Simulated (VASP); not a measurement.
# In: single point with PBE

The system is In.

```
In
1.0
     3.40476    0.00000    0.00000
    -1.70238    2.94861    0.00000
     0.00000    0.00000    5.36750
In
2
Cartesian
  0.0000 1.9657 1.3419
  1.7024 0.9829 4.0256
```

```yaml
Program: VASP 6.6.1
Task: single point
Functional: PBE
Potentials_or_basis: VASP PAW PBE potentials, release 64 (In_d)
Cutoff: 520 eV
k_mesh: 13 × 13 × 7
Occupations: fermi-dirac, width 0.08 eV
Spin: no spin polarisation
Dipole_correction: no
Further_INCAR_settings: ALGO = Normal; EDIFF = 1e-07; NBANDS = 20
```

| Quantity | Value |
| --- | --- |
| Pressure | 1.1 GPa |
| Band gap on the k mesh | zero (band 13 reaches 10.14 eV, above the bottom of band 14 at 5.12 eV) |

Levels at points of the mesh, in eV from the Fermi level:
| k point | band 10 | band 11 | band 12 | band 13 | band 14 | band 15 | band 16 | band 17 |
| --- | --- | --- | --- | --- | --- | --- | --- | --- |
| (0.00, 0.00, 0.00) | -14.34 | -9.37 | -3.95 | -3.15 | 7.66 | 7.66 | 9.56 | 9.56 |

Wall time 45 s on 1 thread of Intel(R) Xeon(R) 6975P-C (Granite Rapids) (shared host), peak memory 0.22 GiB.

Caveat: spin-orbit coupling is left out, which moves the levels of the heavy elements.
